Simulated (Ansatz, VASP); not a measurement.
Given: the input of a run of Ansatz 0.2.0 on AlRu.

Contents of input.yaml:

```yaml
crystal:
  lattice:
    - [2.9916, 0.0, 0.0]
    - [0.0, 2.9916, 0.0]
    - [0.0, 0.0, 25.4706]
  atoms:
    - { symbol: Ru, position: [0.5, 0.5, 0.2944571388] }
    - { symbol: Al, position: [0.0, 0.0, 0.3531836706] }
    - { symbol: Ru, position: [0.5, 0.5, 0.4119102024] }
    - { symbol: Al, position: [0.0, 0.0, 0.4706367341] }
    - { symbol: Ru, position: [0.5, 0.5, 0.5293632659] }
    - { symbol: Al, position: [0.0, 0.0, 0.5880897976] }
    - { symbol: Ru, position: [0.5, 0.5, 0.6468163294] }
    - { symbol: Al, position: [0.0, 0.0, 0.7055428612] }
hamiltonian:
  xc: pbe
  pseudopotentials: { kind: paw }
kpoints:
  mp_grid: { grid: [9, 9, 1] }
scf:
  occupations: { method: fermi_dirac, width: 0.05 }
output:
  forces: true
  eigenvalues: true
efield:
  axis: 3
  dipole_correction: true
  ramp_width: 0.04
```

Potentials or basis: Ansatz PAW.

The run is started by

```sh
$ ansatz run input.yaml --threads 4 --pin off --max-ram 11264MiB --backend cpu --events-out ev --progress --plain --runs-dir out
```

**Question.** Translate it to VASP 6.6.1. Potentials there: VASP PAW PBE potentials, release 64 (Ru_pv, Al).

**Answer.** As run (the cutoff follows the program's own potentials):

The input INCAR:

```
PREC     = Accurate       # precision mode
ENCUT    = 520            # plane-wave cutoff, eV
EDIFF    = 1E-6           # SCF threshold, eV
ISMEAR   = -1             # smearing method
SIGMA    = 0.05           # smearing width, eV
LREAL    = False          # projectors in reciprocal space
LASPH    = True           # aspherical terms in the spheres
NELM     = 80             # most SCF steps
ALGO     = Normal         # electronic algorithm
ISIF     = 2              # what is computed and relaxed
LWAVE    = False          # write WAVECAR
LCHARG   = False          # write CHGCAR
LDIPOL   = True         
IDIPOL   = 3            
DIPOL    = 0.5 0.5 0.500
GGA      = PE             # functional
NBANDS   = 44             # bands
```

Contents of KPOINTS:

```
Automatic mesh
0
Gamma
  9 9 1
```

File POSCAR:

```
AlRu
1.0
    2.9916000000      0.0000000000      0.0000000000
    0.0000000000      2.9916000000      0.0000000000
    0.0000000000      0.0000000000     25.4706000000
Ru Al
4 4
Direct
    0.5000000000      0.5000000000      0.2944571388
    0.5000000000      0.5000000000      0.4119102024
    0.5000000000      0.5000000000      0.5293632659
    0.5000000000      0.5000000000      0.6468163294
    0.0000000000      0.0000000000      0.3531836706
    0.0000000000      0.0000000000      0.4706367341
    0.0000000000      0.0000000000      0.5880897976
    0.0000000000      0.0000000000      0.7055428612
```

Potentials or basis: VASP PAW PBE potentials, release 64 (Ru_pv, Al).

The run is started by

```console
$ cat potpaw_PBE.64/Ru_pv/POTCAR potpaw_PBE.64/Al/POTCAR > POTCAR
$ mpirun -np 1 vasp_std > vasp.out
```

Both were run:

|  | VASP | Ansatz | Ansatz less VASP |
| --- | --- | --- | --- |
| gap on the k mesh at the Fermi level (eV) | none | none | - |
| rms of the force components (eV/Å) | 0.454 | 0.457 | +0.0023 |

A gap of «none» marks a metal or a gap that the smearing closes. VASP's potentials hold 68 valence electrons a cell and Ansatz's 76, so a difference there can come from the potentials and not from the codes.
